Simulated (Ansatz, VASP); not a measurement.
Two plane-wave programs on Sb

The input INCAR:

```
PREC = Accurate
ENCUT = 500
EDIFF = 1E-6
ISMEAR = 0
SIGMA = 0.024
LREAL = False
LASPH = True
NELM = 120
ALGO = Normal
ISIF = 2
LWAVE = False
LCHARG = False
GGA = PE
NBANDS = 8
GGA_COMPAT = False
```

The input KPOINTS:

```
regular mesh
0
Gamma
  8 8 8
```

Contents of POSCAR:

```
Sb
1.0
    3.1600000000      0.0000000000      0.0000000000
    0.0000000000      3.1600000000      0.0000000000
    0.0000000000      0.0000000000      3.1600000000
Sb
1
Direct
    0.0000000000      0.0000000000      0.0000000000
```

The input input.yaml:

```yaml
crystal:
  lattice:
    - [3.16, 0.0, 0.0]
    - [0.0, 3.16, 0.0]
    - [0.0, 0.0, 3.16]
  atoms:
    - { symbol: Sb, position: [0.0, 0.0, 0.0] }
hamiltonian:
  xc: pbe
  pseudopotentials: { kind: paw }
kpoints:
  mp_grid: { grid: [8, 8, 8] }
scf:
  occupations: { method: gaussian, width: 0.024 }
output:
  forces: true
  stress: true
  eigenvalues: true
  write_density: true
  write_potential: true
  elf: true
  volumetric_format: npy
```

Alike in both runs: task single point; functional PBE; k mesh 8 × 8 × 8; occupations gaussian, width 0.024 eV; no spin polarisation.

|  | VASP | Ansatz |
| --- | --- | --- |
| version | VASP 6.6.1 | Ansatz 0.2.0 |
| potentials or method | VASP PAW PBE potentials, release 64 (Sb) | Ansatz PAW |
| plane-wave cutoff (eV) | 500 | 420 |
| valence electrons in the cell | 5 | 15 |

|  | VASP | Ansatz | Ansatz less VASP |
| --- | --- | --- | --- |
| gap on the k mesh at the Fermi level (eV) | none | none | - |
| pressure (GPa) | -2.3 | -2.3 | +0.04 |

A gap of «none» marks a metal or a gap that the smearing closes. VASP's potentials hold 5 valence electrons a cell and Ansatz's 15, so a difference there can come from the potentials and not from the codes.

Neither program's run includes spin-orbit coupling.
